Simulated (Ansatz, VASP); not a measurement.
## Zn: VASP beside Ansatz

POSCAR

```
Zn
1.0
    2.6154949103      0.0000000000      0.0000000000
   -1.3077474551      2.2650850358      0.0000000000
    0.0000000000      0.0000000000      4.8646246159
Zn
2
Direct
    0.6666666667      0.3333333333      0.7500000000
    0.3333333333      0.6666666667      0.2500000000
```

Contents of INCAR.step1:

```
SYSTEM = Zn
PREC = Accurate
ENCUT = 520
ISMEAR = -1
SIGMA = 0.05
LREAL = .FALSE.
LASPH = .TRUE.
NELM = 60
NBANDS = 19
GGA = PE
ALGO = Normal
EDIFF = 1E-4
LWAVE = .TRUE.
LCHARG = .FALSE.
```

Contents of INCAR.step2:

```
SYSTEM = Zn
PREC = Accurate
ENCUT = 520
EDIFF = 1E-6
ISMEAR = -1
SIGMA = 0.05
LREAL = .FALSE.
LASPH = .TRUE.
NELM = 60
ALGO = Normal
ISIF = 2
LWAVE = .FALSE.
LCHARG = .FALSE.
METAGGA = R2SCAN
LMIXTAU = .TRUE.
NBANDS = 19
ISTART = 1
```

Contents of KPOINTS:

```
Automatic mesh
0
G
  11 11 6
  0 0 0
```

File input.yaml:

```yaml
crystal:
  lattice:
    - [2.6154949103, 0.0, 0.0]
    - [-1.3077474551, 2.2650850358, 0.0]
    - [0.0, 0.0, 4.8646246159]
  atoms:
    - { symbol: Zn, position: [0.6666666667, 0.3333333333, 0.75] }
    - { symbol: Zn, position: [0.3333333333, 0.6666666667, 0.25] }
hamiltonian:
  xc: r2scan
  pseudopotentials: { kind: paw }
kpoints:
  mp_grid: { grid: [11, 11, 6] }
scf:
  occupations: { method: fermi_dirac, width: 0.05 }
output:
  forces: true
  stress: true
  eigenvalues: true
  write_density: true
  write_potential: true
  elf: true
  volumetric_format: npy
```

Alike in both runs: task single point; functional r2SCAN; k mesh 11 × 11 × 6; occupations fermi-dirac, width 0.05 eV; no spin polarisation.

|  | VASP | Ansatz |
| --- | --- | --- |
| version | VASP 6.6.1 | Ansatz 0.2.0 |
| potentials or method | VASP PAW PBE potentials, release 64 (Zn) | Ansatz PAW |
| plane-wave cutoff (eV) | 520 | 500 |
| valence electrons in the cell | 24 | 24 |

```csv
,VASP,Ansatz,Ansatz less VASP
gap on the k mesh at the Fermi level (eV),none,none,-
pressure (GPa),0.6,0.1,-0.50
"traceless stress, the component that is largest in VASP (GPa)",-1.58,-1.46,+0.119
```

VASP's potentials were made for PBE, not for r2SCAN. A gap of «none» marks a metal or a gap that the smearing closes.
